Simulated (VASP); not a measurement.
Input of a VASP 6.6.1 run:

The input INCAR:

```
SYSTEM = Pd
ALGO = Normal ; EDIFF = 1E-7
ENCUT = 520 ; GGA = PE
ISIF = 2 ; ISMEAR = 0
LASPH = .TRUE. ; LCHARG = .FALSE.
LREAL = .FALSE. ; LWAVE = .FALSE.
NBANDS = 11 ; NELM = 100
PREC = Accurate ; SIGMA = 0.15
```

The input KPOINTS:

```
k-points
0
G
  20 20 20
  0 0 0
```

Contents of POSCAR:

```
Pd
1.0
    0.0000000000      1.9449000000      1.8671040000
    1.9449000000      0.0000000000      1.8671040000
    1.9449000000      1.9449000000      0.0000000000
Pd
1
Direct
    0.0000000000      0.0000000000      0.0000000000
```

Potentials or basis: VASP PAW PBE potentials, release 64 (Pd).

Run with:

```console
$ cat potpaw_PBE.64/Pd/POTCAR > POTCAR
$ mpirun -np 1 vasp_std > vasp.out
```

Estimate the pressure.

16.8 GPa.

Estimate the band gap on the k mesh.

zero (band 5 reaches 10.97 eV, above the bottom of band 6 at 9.13 eV).

Stress tensor (GPa, compression positive):
```
16.11  0.00  0.00
 0.00 16.11  0.00
 0.00  0.00 18.31
```

Caveat: the cell differs from its parent crystal (strain +0.000 along x and y, -0.040 along z).
